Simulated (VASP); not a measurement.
Runs of VASP 6.6.1 on Na2Pd. The structure is that of space group P-3m1 (No. 164), or close to it. The cells are those of the table. 

```tsv
task	cell	k mesh	cutoff (eV)	gap on the mesh (eV)	pressure (GPa)	relaxed volume (Å³/atom)	largest force (eV/Å)
single point	a = 3.457, b = 3.457, c = 8.469 Å, angles 90.0, 90.0, 120.0°, 3 atoms	6 × 6 × 2	520	none	-4.3	-	(a)
single point	a = 3.131, b = 3.131, c = 8.073 Å, angles 90.0, 90.0, 120.0°, 3 atoms	6 × 6 × 2	520	none	-0.1	-	-
relaxation of cell and atoms	relaxed from a = 3.457, b = 3.457, c = 8.469 Å, angles 90.0, 90.0, 120.0°, 3 atoms	6 × 6 × 2	600	none	-0.1	22.66	0.04
relaxation of cell and atoms	relaxed from a = 3.131, b = 3.131, c = 8.073 Å, angles 90.0, 90.0, 120.0°, 3 atoms	18 × 18 × 6	600	none	0.0	22.52	-
```

Alike in all rows: level PBE; potentials or basis VASP PAW PBE potentials, release 64 (Na_pv, Pd); no spin polarisation; smearing gaussian 0.1 eV.

**Question.** Fill in the values left out.

**Answer.** (a) 0.95.

Caveats: some runs use coarse meshes; the volume moved by over 15 % at a fixed basis, so the end points are rough (some runs).

A k mesh can miss the band edges, and the runs leave out spin-orbit coupling on Pd.

A gap of «none» marks levels without a gap at the run's occupations.
